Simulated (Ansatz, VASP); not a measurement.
One calculation of Au, two programs

```
Au
1.0
     0.00000    2.10298    2.10298
     2.04550    0.05748    2.04550
     2.04550    2.04550    0.05748
Au
1
Direct
  0.00000 0.00000 0.00000
```

Change from the starting cell: strain +0.0562 x Voigt [0, 0, 0, 1, 0, 0], atoms carried along.

Alike in both runs: task single point; functional LDA; k mesh 20 × 20 × 20; occupations gaussian, width 0.15 eV; no spin polarisation.

|  | VASP | Ansatz |
| --- | --- | --- |
| version | VASP 6.6.1 | Ansatz 0.2.0 |
| potentials or method | VASP PAW LDA potentials, release 64 (Au), cutoff 520 eV | scalar-relativistic, plane waves, PAW |
| valence electrons in the cell | 11 | 19 |

Ansatz gave:

- gap on the k mesh at the Fermi level (eV): none
- pressure (GPa): -5.2
- traceless stress, the component that is largest in VASP (GPa): -1.49

Task: Which values does VASP return?

Result: gap on the k mesh at the Fermi level (eV): none; pressure (GPa): -4.7; traceless stress, the component that is largest in VASP (GPa): -1.62.

LDA's correlation is that of Perdew and Zunger in VASP and of Perdew and Wang (1992) in Ansatz. A gap of «none» marks a metal or a gap that the smearing closes. VASP's potentials hold 11 valence electrons a cell and Ansatz's 19, so a difference there can come from the potentials and not from the codes.

Spin-orbit coupling is off throughout.
